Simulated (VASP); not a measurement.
TeAs2:

```
Te As
1.0
     5.23634    0.00000    0.00000
     0.00000    5.23634    0.00000
     0.00000    0.00000    6.36153
Te As
2 4
Direct
  0.00000 0.00000 0.00000
  0.00000 0.00000 0.50000
  0.50000 0.25000 0.00000
  0.50000 0.75000 0.00000
  0.25000 0.50000 0.50000
  0.75000 0.50000 0.50000
```

The cell was generated, and may not be a known phase.

| Item | Value |
| --- | --- |
| Program | VASP 6.6.1 |
| Task | relaxation of cell and atoms |
| Functional | PBE |
| Potentials or basis | VASP PAW PBE potentials, release 64 (Te, As) |
| Cutoff | 600 eV |
| k mesh | 4 × 4 × 4 |
| Occupations | gaussian, width 0.1 eV |
| Spin | no spin polarisation |

At the start: pressure -1.7 GPa; volume 29.07 Å³/atom.

Q: How do energy, volume and symmetry change on relaxing?

A: Over 17 steps the energy falls by 27.2 meV/atom and the volume is 28.30 Å³/atom (-2.6 %); space group P4_2/mmc (No. 131, to 0.1 Å) before and after.

Step by step:
```tsv
step	energy change (eV)	largest force (eV/Å)	pressure (GPa)	volume (Å³)
1	0.0000	0.3332	-1.74	174.43
2	-0.0681	0.3912	0.23	166.56
3	-0.0700	0.3863	0.66	165.16
4	-0.1121	0.2481	0.71	164.04
5	-0.1216	0.1987	0.89	163.36
6	-0.1243	0.0235	1.41	161.97
7	-0.1261	0.1797	1.10	162.79
8	-0.1273	0.0944	1.24	162.38
9	-0.1409	0.0394	-0.59	168.66
10	-0.1448	0.0488	-0.04	166.58
11	-0.1480	0.0335	0.07	166.77
12	-0.1492	0.1259	0.21	166.97
13	-0.1515	0.1277	0.15	167.45
14	-0.1587	0.1221	0.00	168.87
15	-0.1585	0.0408	-0.18	171.66
16	-0.1620	0.0860	-0.11	170.22
17	-0.1631	0.0343	-0.03	169.83
```

Final structure:
```
CELL_PARAMETERS angstrom
5.19487 0.00000 0.00000
0.00000 5.19487 0.00000
0.00000 0.00000 6.29294
ATOMIC_POSITIONS crystal
Te 0.00000 0.00000 0.00000
Te 0.00000 0.00000 0.50000
As 0.50000 0.26874 0.00000
As 0.50000 0.73126 0.00000
As 0.26874 0.50000 0.50000
As 0.73126 0.50000 0.50000
```
